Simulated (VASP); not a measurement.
# AlNi (rocksalt type): single point with PBEsol

Crystal: AlNi (rocksalt type).

```
Ni Al
1.0
     0.00000    2.06889    2.06889
     2.06889    0.00000    2.06889
     2.06889    2.06889    0.00000
Ni Al
1 1
Direct
  0.00000 0.00000 0.00000
  0.50000 0.50000 0.50000
```

This cell differs from its parent crystal: volume scaled by 0.64.

```
Program             : VASP 6.6.1
Task                : single point
Functional          : PBEsol
Potentials or basis : VASP PAW PBE potentials, release 64 (Ni, Al)
Cutoff              : 520 eV
k mesh              : 14 × 14 × 14
Occupations         : fermi-dirac, width 0.08 eV
Spin                : no spin polarisation
```

* Pressure: 137.8 GPa

Levels at points of the mesh, in eV from the Fermi level:
```csv
k point,band 3,band 4,band 5,band 6,band 7,band 8,band 9,band 10
"(0.00, 0.00, 0.00)",-4.32,-4.32,-4.02,-4.02,10.24,10.24,10.24,12.31
"(0.50, 0.00, 0.00)",-4.69,-4.69,-2.82,-2.82,-1.25,7.79,7.79,11.15
"(0.50, 0.50, 0.00)",-5.80,-3.38,-2.51,-2.51,-0.22,2.14,2.14,7.58
```

Run time: 13 s on 1 thread of AMD EPYC 9R45 (Zen 5) (shared host), peak memory 0.13 GiB.

Caveat: the PAW data sets were made with another functional, which shifts forces and pressure a little. Spin polarisation is off, so any magnetic state and its effect on volume and gap are missing.
